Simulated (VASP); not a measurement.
# PtPbI6 (P-1) in VASP: single point with PBEsol

Aim: the single point of PtPbI6 with PBEsol.

All numbers are computed with VASP 6.6.1; they aren't measurements. Logs are shortened: lines on timing, memory, paths and dates and some standing lists are left out, and cuts for length are marked.

## 1. The cell of the first run

The typed cell holds 8 atoms: a = 7.017 Å, b = 7.016 Å, c = 7.857 Å, α = 63.51°, β = 90.00°, γ = 60.07°.

## 2. Single point, PBEsol

Input file INCAR:

```
SYSTEM = PtPbI6
PREC = Accurate ; ENCUT = 520
EDIFF = 1E-7 ; ISMEAR = -1
SIGMA = 0.03 ; LREAL = .FALSE.
LASPH = .TRUE. ; NELM = 60
ALGO = Normal ; ISIF = 2
LWAVE = .FALSE. ; LCHARG = .TRUE.
GGA = PS ; LELF = .TRUE.
LVHAR = .TRUE. ; NBANDS = 43
```

Input file KPOINTS:

```
Automatic mesh
0
G
  4 4 4
  0 0 0
```

Input file POSCAR:

```
PtPbI6
1.0
    7.0161464665      0.0860522477     -0.0643344324
    3.4271276348      6.1205424020      0.1205960218
    0.0149731778      3.8745522464      6.8349579912
Pt Pb I
1 1 6
Direct
    0.0000000000      0.0000000000      0.0000000000
    0.5000000000      0.0000000000      0.5000000000
    0.7870118693      0.8037869500      0.2267169791
    0.2129881307      0.1962130500      0.7732830209
    0.5917147347      0.4390743484      0.7730641120
    0.4082852653      0.5609256516      0.2269358880
    0.0302889288      0.1822249269      0.2270183025
    0.9697110712      0.8177750731      0.7729816975
```

Potentials or basis: VASP PAW PBE potentials, release 64 (Pt, Pb_d, I).

Launch:

```
$ cat potpaw_PBE.64/Pt/POTCAR potpaw_PBE.64/Pb_d/POTCAR potpaw_PBE.64/I/POTCAR > POTCAR
$ mpirun -np 1 vasp_std > vasp.out
```

OUTCAR:

```text
SYSTEM = PtPbI6
   PREC = Accurate
   ENCUT = 520
   EDIFF = 1E-7
   ISMEAR = -1
   LREAL = .FALSE.
   LASPH = .TRUE.
   NELM = 60
   ISIF = 2
   GGA = PS

 ion  position               nearest neighbor table
   1  0.000  0.000  0.000-   7 2.68   8 2.68   3 2.68   4 2.68   5 2.68   6 2.68
   2  0.500  0.000  0.500-   3 3.23   4 3.23   6 3.23   5 3.23   8 3.23   7 3.23
   3  0.787  0.804  0.227-   1 2.68   2 3.23
   4  0.213  0.196  0.773-   1 2.68   2 3.23
   5  0.592  0.439  0.773-   1 2.68   2 3.23
   6  0.408  0.561  0.227-   1 2.68   2 3.23
   7  0.030  0.182  0.227-   1 2.68   2 3.23
   8  0.970  0.818  0.773-   1 2.68   2 3.23

  LATTYP: Found a triclinic cell.
 ALAT       =     7.0157527408
 B/A-ratio  =     1.0011121264
 C/A-ratio  =     1.1202482331
 COS(alpha) =     0.0011852880
 COS(beta)  =     0.4467004935
 COS(gamma) =     0.5003828674

  Lattice vectors:

 A1 = (  -3.4271276348,  -6.1205424020,  -0.1205960218)
 A2 = (   3.5890188317,  -6.0344901543,  -0.1849304542)
 A3 = (  -3.4121544570,  -2.2459901556,   6.7143619694)

Analysis of symmetry for initial positions (statically):
=====================================================================
 Subroutine PRICEL returns:
 Original cell was already a primitive cell.

 Routine SETGRP: Setting up the symmetry group for a
 triclinic supercell.

 Subroutine GETGRP returns: Found  2 space group operations
 (whereof  2 operations were pure point group operations)
 out of a pool of  2 trial point group operations.

The static configuration has the point symmetry S_2 .

Analysis of symmetry for dynamics (positions and initial velocities):
=====================================================================
 Subroutine PRICEL returns:
 Original cell was already a primitive cell.

 Routine SETGRP: Setting up the symmetry group for a
 triclinic supercell.

 Subroutine GETGRP returns: Found  2 space group operations
 (whereof  2 operations were pure point group operations)
 out of a pool of  2 trial point group operations.

The dynamic configuration has the point symmetry S_2 .

 Subroutine INISYM returns: Found  2 space group operations
 (whereof  2 operations are pure point group operations),
 and found     1 'primitive' translations

----------------------------------------------------------------------------------------

                                     Primitive cell

  volume of cell :     287.3688

  direct lattice vectors                    reciprocal lattice vectors
     7.016146467  0.086052248 -0.064334432     0.143948826 -0.081506662  0.045888570
     3.427127635  6.120542402  0.120596022    -0.002914132  0.166879764 -0.094593227
     0.014973178  3.874552246  6.834957991     0.001406344 -0.003711613  0.148407610

  length of vectors
     7.016969086  7.015752741  7.856782423     0.171669337  0.191846882  0.148460677

  position of ions in fractional coordinates (direct lattice)
     0.000000000  0.000000000  0.000000000
     0.500000000  1.000000000  0.500000000
     0.787011869  0.803786950  0.226716979
     0.212988131  0.196213050  0.773283021
     0.591714735  0.439074348  0.773064112
     0.408285265  0.560925652  0.226935888
     0.030288929  0.182224927  0.227018302
     0.969711071  0.817775073  0.772981698

  ion indices of the primitive-cell ions
   primitive index   ion index
                 1           1
                 2           2
                 3           3
                 4           4
                 5           5
                 6           6
                 7           7
                 8           8

----------------------------------------------------------------------------------------

 KPOINTS: Automatic mesh

Automatic generation of k-mesh.
 Grid dimensions read from file:
 generate k-points for:    4    4    4

 Generating k-lattice:

  Cartesian coordinates                     Fractional coordinates (reciprocal lattice)
     0.035987206 -0.020376665  0.011472142     0.250000000  0.000000000  0.000000000
    -0.000728533  0.041719941 -0.023648307    -0.000000000  0.250000000 -0.000000000
     0.000351586 -0.000927903  0.037101903     0.000000000  0.000000000  0.250000000

  Length of vectors
     0.042917334  0.047961721  0.037115169

  Shift w.r.t. Gamma in fractional coordinates (k-lattice)
     0.000000000  0.000000000  0.000000000

 Subroutine IBZKPT returns following result:
 ===========================================

 Found     36 irreducible k-points:

 Following reciprocal coordinates:
            Coordinates               Weight
  0.000000  0.000000  0.000000      1.000000
  0.250000 -0.000000  0.000000      2.000000
  0.500000 -0.000000  0.000000      1.000000
 -0.000000  0.250000 -0.000000      2.000000
  0.250000  0.250000  0.000000      2.000000
  0.500000  0.250000  0.000000      2.000000
[... 16 lines left out ...]
  0.000000 -0.250000  0.250000      2.000000
  0.250000 -0.250000  0.250000      2.000000
 [... further k-points ...]
   k-points           NKPTS =     36   k-points in BZ     NKDIM =     36   number of bands    NBANDS=     43
   number of dos      NEDOS =    301   number of ions     NIONS =      8
   total plane-waves  NPLWV = 174960
   dimension x,y,z NGX =    54 NGY =   54 NGZ =   60
   dimension x,y,z NGXF=   108 NGYF=  108 NGZF=  120
   ions per type =               1   1   6
   NGX,Y,Z   is equivalent  to a cutoff of  12.79, 12.80, 12.70 a.u.
   NGXF,Y,Z  is equivalent  to a cutoff of  25.59, 25.59, 25.39 a.u.
 SYSTEM =  PtPbI6
   PREC   = accura    normal or accurate (medium, high low for compatibility)
   ISTART =      0    job   : 0-new  1-cont  2-samecut
   ICHARG =      2    charge: 1-file 2-atom 10-const
   ISPIN  =      1    spin polarized calculation?
   LNONCOLLINEAR =      F non collinear calculations
   LSORBIT =      F    spin-orbit coupling
   LASPH  =      T    aspherical Exc in radial PAW
   ENCUT  =  520.0 eV  38.22 Ry    6.18 a.u.  13.05 13.04 14.61*2*pi/ulx,y,z
   NELM   =     60;   NELMIN=  2; NELMDL= -5     # of ELM steps
   EDIFF  = 0.1E-06   stopping-criterion for ELM
   LREAL  =      F    real-space projection
   EDIFFG = 0.1E-05   stopping-criterion for IOM
   NSW    =      0    number of steps for IOM
   IBRION =     -1    ionic relax: 0-MD 1-quasi-New 2-CG
   NFREE  =      0    steps in history (QN), initial steepest desc. (CG)
   ISIF   =      2    stress and relaxation
   ISYM   =      2    0-nonsym 1-usesym 2-fastsym
   POTIM  = 0.5000    time-step for ionic-motion
   TEBEG  =    0.0;   TEEND  =   0.0 temperature during run
   PSTRESS=    0.0 pullay stress
   NELECT =      66.0000    total number of electrons
   NUPDOWN=      -1.0000    fix difference up-down
   EMIN   =  10.00;   EMAX   =-10.00  energy-range for DOS
   EFERMI =   0.00;   METHOD = LEGACY
   ISMEAR =    -1;   SIGMA  =   0.03  broadening in eV -4-tet -1-fermi 0-gaus
   EFERMI_NEDOS =   21; number of points for ismear=-14 and -15
   IALGO  =     38    algorithm
   IMIX   =      4    mixing-type and parameters
     AMIX     =   0.40;   BMIX     =  1.00
     AMIX_MAG =   1.60;   BMIX_MAG =  1.00
  volume/ion in A,a.u.               =      35.92       242.41
  Fermi-wavevector in a.u.,A,eV,Ry     =   1.002558  1.894560 13.675530  1.005123
  Thomas-Fermi vector in A             =   2.135053
   LORBIT       =      0    0 simple, 1 ext, 2 COOP (PROOUT), +10 PAW based schemes
   GGA     = PS    functional components
   LHFCALC =     F    Hartree Fock is set to
   AEXX    =    0.0000 exact exchange contribution
   IVDW    =     0    specifies the selected vdW correction
   LEPSILON=     F    determine dielectric tensor
   LRPA    =     F    only Hartree local field effects (RPA)
 non-spin polarized calculation
  energy-cutoff  :      520.00
  volume of cell :      287.37
 maximum number of plane-waves:      7756
 NGX is ok and might be reduce to    54
   NGX = 27   NGY = 27   NGZ = 29

 number of electron      66.0000003 magnetization

 Free energy of the ion-electron system (eV)
  ---------------------------------------------------
  ext. energy  EPLUGINS =         0.00000000
  ---------------------------------------------------
  free energy    TOTEN  =       -23.44658185 eV

  energy without entropy =      -23.44651392  energy(sigma->0) =      -23.44654788

 E-fermi :   3.9397     XC(G=0):  -8.9194

 val. band max:        3.6812645834   @ k =   0.5000   0.2500   0.2500
 cond. band min:       4.1353483127   @ k =   0.5000   0.5000   0.0000
 fundamental gap:      0.4540837293
 Fermi energy:         3.9396839819

 k-point     1 :       0.0000    0.0000    0.0000
  band No.  band energies     occupation
      1     -12.7535      2.00000
      2     -12.7529      2.00000
      3     -12.7137      2.00000
      4     -12.7136      2.00000
      5     -12.7014      2.00000
      6      -9.3387      2.00000
[... 35 lines left out ...]
     42      10.7192      0.00000
     43      10.7476      0.00000

 k-point     2 :       0.2500   -0.0000    0.0000
  band No.  band energies     occupation
      1     -12.7535      2.00000
      2     -12.7529      2.00000
      3     -12.7138      2.00000
      4     -12.7136      2.00000
      5     -12.7014      2.00000
      6      -9.2006      2.00000
[... 35 lines left out ...]
     42      10.1808      0.00000
     43      10.6626      0.00000

 k-point     3 :       0.5000   -0.0000    0.0000
  band No.  band energies     occupation
      1     -12.7536      2.00000
      2     -12.7528      2.00000
      3     -12.7139      2.00000
      4     -12.7136      2.00000
      5     -12.7013      2.00000
      6      -8.9667      2.00000
[... 919 lines left out ...]
      6      -9.0234      2.00000
[... 35 lines left out ...]
     42      10.2528      0.00000
     43      10.5457      0.00000

 k-point    24 :       0.2500   -0.2500    0.2500
  band No.  band energies     occupation
      1     -12.7537      2.00000
      2     -12.7530      2.00000
      3     -12.7139      2.00000
      4     -12.7137      2.00000
      5     -12.7013      2.00000
      6      -8.8654      2.00000
[... 35 lines left out ...]
     42       9.9325      0.00000
     43      10.3225      0.00000

 [... further k-points ...]

------------------------ aborting loop because EDIFF is reached ----------------------------------------

  FORCE on cell =-STRESS in cart. coord.  units (eV):
  Direction    XX          YY          ZZ          XY          YZ          ZX
  --------------------------------------------------------------------------------------
  -------------------------------------------------------------------------------------
  Total       -0.0704336     -0.0804700     -0.0345627      0.0100829      0.0170823     -0.0083624
  in kB       -0.3926908     -0.4486472     -0.1926987      0.0562157      0.0952394     -0.0466235
  external PRESSURE =      -0.3446789 kB  Pullay stress =       0.0000000 kB

 VOLUME and BASIS-vectors are now :
 -----------------------------------------------------------------------------
  energy-cutoff  :      520.00
  volume of cell :      287.37
      direct lattice vectors                 reciprocal lattice vectors
     7.016146467  0.086052248 -0.064334432     0.143948826 -0.081506662  0.045888570
     3.427127635  6.120542402  0.120596022    -0.002914132  0.166879764 -0.094593227
     0.014973178  3.874552246  6.834957991     0.001406344 -0.003711613  0.148407610

 POSITION                                       TOTAL-FORCE (eV/Angst)
 -----------------------------------------------------------------------------------
      0.00000      0.00000      0.00000         0.000000     -0.000000      0.000000
      3.51556      1.98030      3.38531         0.000000     -0.000000      0.000000
      8.27987      5.86576      1.59590         0.018664     -0.001828     -0.003215
      2.17838      4.21538      5.29532        -0.018664      0.001828      0.003215
      5.66790      5.73357      5.29874         0.007332     -0.016016      0.003920
      4.79035      4.34758      1.59248        -0.007332      0.016016     -0.003920
      0.84042      1.99752      1.57169        -0.008489     -0.014961     -0.004017
      9.61783      8.08363      5.31953         0.008489      0.014961      0.004017
 -----------------------------------------------------------------------------------
    total drift:                                0.000000      0.000000      0.000000

  FREE ENERGIE OF THE ION-ELECTRON SYSTEM (eV)
  ---------------------------------------------------
  free  energy   TOTEN  =       -23.4465818453 eV

  energy  without entropy=      -23.4465139166  energy(sigma->0) =      -23.44654788
```

It took 8.7 min on 1 thread of AMD EPYC 7R13 (Zen 3), shared host; peak memory 0.68 GiB.

Results:

```
Free energy            : -23.4466 eV
Pressure               : 0.0 GPa
Largest force          : 0.019 eV/Å
Band gap on the k mesh : 0.45 eV (least direct gap 0.48 eV)
```

Forces on the atoms (eV/Å):
```
Pt   0.000  0.000  0.000
Pb   0.000  0.000  0.000
I    0.019 -0.002 -0.003
I   -0.019  0.002  0.003
I    0.007 -0.016  0.004
I   -0.007  0.016 -0.004
I   -0.008 -0.015 -0.004
I    0.008  0.015  0.004
```

Caveat: the PAW data sets were made with another functional, which shifts forces and pressure a little; spin-orbit coupling is left out, which moves the levels of the heavy elements. A k mesh can miss the band edges.
